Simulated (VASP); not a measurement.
Input of a VASP 6.6.1 run:

Contents of INCAR:

```
ALGO     = Normal         # electronic algorithm
EDIFF    = 1E-6           # SCF threshold, eV
ENCUT    = 520            # plane-wave cutoff, eV
GGA      = CA             # functional
ISIF     = 2              # what is computed and relaxed
ISMEAR   = -1             # smearing method
LASPH    = True           # aspherical terms in the spheres
LCHARG   = False          # write CHGCAR
LREAL    = False          # projectors in reciprocal space
LWAVE    = False          # write WAVECAR
NBANDS   = 11             # bands
NELM     = 100            # most SCF steps
PREC     = Accurate       # precision mode
SIGMA    = 0.05           # smearing width, eV
```

The input KPOINTS:

```
k-points
0
Gamma
  9 9 9
```

Contents of POSCAR:

```
BeS
1.0
    0.0000000000      2.4250000000      2.4250000000
    2.4250000000      0.0000000000      2.4250000000
    2.4250000000      2.4250000000      0.0000000000
S Be
1 1
Direct
    0.7500000000      0.7500000000      0.7500000000
    0.0000000000      0.0000000000      0.0000000000
```

Potentials or basis: VASP PAW LDA potentials, release 64 (S, Be).

Run with:

```console
$ cat potpaw_LDA.64/S/POTCAR potpaw_LDA.64/Be/POTCAR > POTCAR
$ mpirun -np 1 vasp_std > vasp.out
```

Problem. What does it give for the band gap on the k mesh?

Solution. 3.00 eV, indirect (least direct gap 5.54 eV).

Problem. Predict the pressure.

Solution. -3.2 GPa.

A k mesh can miss the band edges.
